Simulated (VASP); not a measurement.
Input of a VASP 6.6.1 run:

Contents of INCAR:

```
SYSTEM = Zn3SnO
ALGO = Normal
EDIFF = 1E-6
ENCUT = 520
GGA = PE
ISIF = 2
ISMEAR = 0
LASPH = .True.
LCHARG = .False.
LREAL = .False.
LWAVE = .False.
NBANDS = 36
NELM = 60
PREC = Accurate
SIGMA = 0.1
```

The input KPOINTS:

```
k-points
0
Gamma
  8 8 8
  0 0 0
```

POSCAR

```
Zn3SnO
1.0
    5.0848526923      0.0000000000      0.0000000000
    0.0000000000      5.0848526923      0.0000000000
    0.0000000000      0.0000000000      5.0848526923
Zn Sn O
3 1 1
Direct
    0.0000000000      0.5000000000      0.5000000000
    0.5000000000      0.0000000000      0.5000000000
    0.5000000000      0.5000000000      0.0000000000
    0.5000000000      0.5000000000      0.5000000000
    0.0000000000      0.0000000000      0.0000000000
```

Potentials or basis: VASP PAW PBE potentials, release 64 (Zn, Sn_d, O).

The run is started by

```sh
$ cat potpaw_PBE.64/Zn/POTCAR potpaw_PBE.64/Sn_d/POTCAR potpaw_PBE.64/O/POTCAR > POTCAR
$ mpirun -np 1 vasp_std > vasp.out
```

Question: Predict the pressure.

Answer: 0.0 GPa.

Question: Estimate the band gap on the k mesh.

Answer: Zero (bands 28 and 29 overlap by 0.21 eV).

Caveat: semilocal functionals underestimate gaps, so a narrow gap can read as zero; spin-orbit coupling is left out, which moves the levels of the heavy elements.
